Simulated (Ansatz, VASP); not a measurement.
## Two plane-wave programs on Sn

The input INCAR:

```
SYSTEM = Sn
PREC = Accurate ; ENCUT = 520
EDIFF = 1E-8 ; ISMEAR = -1
SIGMA = 0.15 ; LREAL = .False.
LASPH = .True. ; NELM = 80
ALGO = Fast ; ISIF = 2
LWAVE = .False. ; LCHARG = .False.
GGA = PE ; LEFG = .True.
NBANDS = 21
```

Contents of KPOINTS:

```
Automatic mesh
0
Gamma
  16 16 16
  0 0 0
```

POSCAR

```
Sn
1.0
   -2.9774207690      2.9774207690      1.6062381742
    2.9774207690     -2.9774207690      1.6062381742
    2.9774207690      2.9774207690     -1.6062381742
Sn
2
Direct
    0.0000000000      0.0000000000      0.0000000000
    0.7500000000      0.2500000000      0.5000000000
```

Input for Ansatz:

```yaml
crystal:
  lattice:
    - [-2.9774207666, 2.9774207666, 1.6062381783]
    - [2.9774207666, -2.9774207666, 1.6062381783]
    - [2.9774207666, 2.9774207666, -1.6062381783]
  atoms:
    - { symbol: Sn, position: [0.0, 0.0, 0.0] }
    - { symbol: Sn, position: [0.75, 0.25, 0.5] }
basis:
  ecutwfc: 420
kpoints:
  mp_grid: { grid: [16, 16, 16] }
hamiltonian:
  xc: pbe
scf:
  occupations: { method: fermi_dirac, width: 0.15 }
output:
  forces: true
  stress: true
  eigenvalues: true
  efg: {}
checkpoint:
  read: start.run
  write: ck
  compress: false
  write_wavefunctions: false
  write_every: 100000
```

Alike in both runs: task electric field gradients; functional PBE; k mesh 16 × 16 × 16; occupations fermi-dirac, width 0.15 eV; no spin polarisation.

|  | VASP | Ansatz |
| --- | --- | --- |
| version | VASP 6.6.1 | Ansatz 0.2.0 |
| potentials or method | VASP PAW PBE potentials, release 64 (Sn_d), cutoff 520 eV | scalar-relativistic, plane waves, PAW |
| valence electrons in the cell | 28 | 28 |

VASP gave:

```
gap on the k mesh at the Fermi level (eV)            : none
pressure (GPa)                                       : -0.1
size of Vzz on the site where it differs most (V/Å²) : 33.5
```

Q: Which values does Ansatz return?

A: gap on the k mesh at the Fermi level (eV): none; pressure (GPa): 0.0; size of Vzz on the site where it differs most (V/Å²): 35.0.

A gap of «none» marks a metal or a gap that the smearing closes.
